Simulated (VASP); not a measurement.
N, 12 atoms in the cell. The cell holds an amorphous packing of atoms, 12 atoms: a = 6.791 Å, b = 6.791 Å, c = 6.791 Å, α = 90.00°, β = 90.00°, γ = 90.00°. 

| Item | Value |
| --- | --- |
| Program | VASP 6.6.1 |
| Task | single point |
| Functional | PBE |
| Potentials or basis | VASP PAW PBE potentials, release 64 (N_h) |
| Cutoff | 910 eV |
| k mesh | 1 × 1 × 1 |
| Occupations | fermi-dirac, width 0.02 eV |
| Spin | no spin polarisation |
| Dipole correction | no |
| Second run | hard_potentials |
| Further INCAR settings | ALGO = Normal; EDIFF = 1e-06; NBANDS = 42 |

Potentials or basis: VASP PAW PBE potentials, release 64 (N_h).

Run with:

```sh
$ cat potpaw_PBE.64/N_h/POTCAR > POTCAR
$ mpirun -np 1 vasp_gam > vasp.out
```

Hardware: 1 thread of Intel(R) Xeon(R) 6975P-C (Granite Rapids) (shared host).

**Question.** How long does it take, and how much memory?

**Answer.** Wall time 30 s on 1 thread of Intel(R) Xeon(R) 6975P-C (Granite Rapids), with other jobs on the host, peak memory 0.6 GiB. Counts: scf iterations 15, k points 1.
